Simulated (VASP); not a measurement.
Write the native input for VASP 6.6.1 that does the following.

- Task: single point
- Functional: PBE
- Potentials or basis: VASP PAW PBE potentials, release 64 (W_sv, C_h)
- Cutoff: 1300 eV
- k mesh: 9 × 9 × 6
- Occupations: gaussian, width 0.1 eV
- Spin: no spin polarisation
- Dipole correction: no
- Further INCAR settings: ALGO = Normal; EDIFF = 1e-06; NBANDS = 16

The structure of WC lies in POSCAR:

```
WC
1.0
    2.8820700000      0.0000000000      0.0000000000
   -1.4410350000      2.4959458400      0.0000000000
    0.0000000000      0.0000000000      2.8238700000
W C
1 1
Direct
    0.0000000000      0.0000000000      0.0000000000
    0.6666666700      0.3333333300      0.5000000000
```

One way to write it, as run:

INCAR

```
PREC     = Accurate       # precision mode
ENCUT    = 1300           # plane-wave cutoff, eV
EDIFF    = 1E-6           # SCF threshold, eV
ISMEAR   = 0              # smearing method
SIGMA    = 0.1            # smearing width, eV
LREAL    = F              # projectors in reciprocal space
LASPH    = T              # aspherical terms in the spheres
NELM     = 120            # most SCF steps
ALGO     = Normal         # electronic algorithm
ISIF     = 2              # what is computed and relaxed
LWAVE    = F              # write WAVECAR
LCHARG   = T              # write CHGCAR
GGA      = PE             # functional
LELF     = T              # ELF
LVHAR    = T            
NBANDS   = 16             # bands
GGA_COMPAT= F
```

KPOINTS

```
regular mesh
0
Gamma
  9 9 6
```

Potentials or basis: VASP PAW PBE potentials, release 64 (W_sv, C_h).

Launch:

```bash
$ cat potpaw_PBE.64/W_sv/POTCAR potpaw_PBE.64/C_h/POTCAR > POTCAR
$ mpirun -np 1 vasp_std > vasp.out
```

Results of the run:

```
Pressure               : 16.0 GPa
Band gap on the k mesh : zero (bands 9 and 10 overlap by 1.19 eV)
```

Caveat: the k points lie up to 0.37 Å⁻¹ apart, too coarse for converged energies and pressures of a metal; spin-orbit coupling is left out, which moves the levels of the heavy elements.

Wall time 29 s on 1 thread of AMD EPYC 9R45 96-Core Processor (Zen 5), with other jobs on the host, peak memory 0.22 GiB.
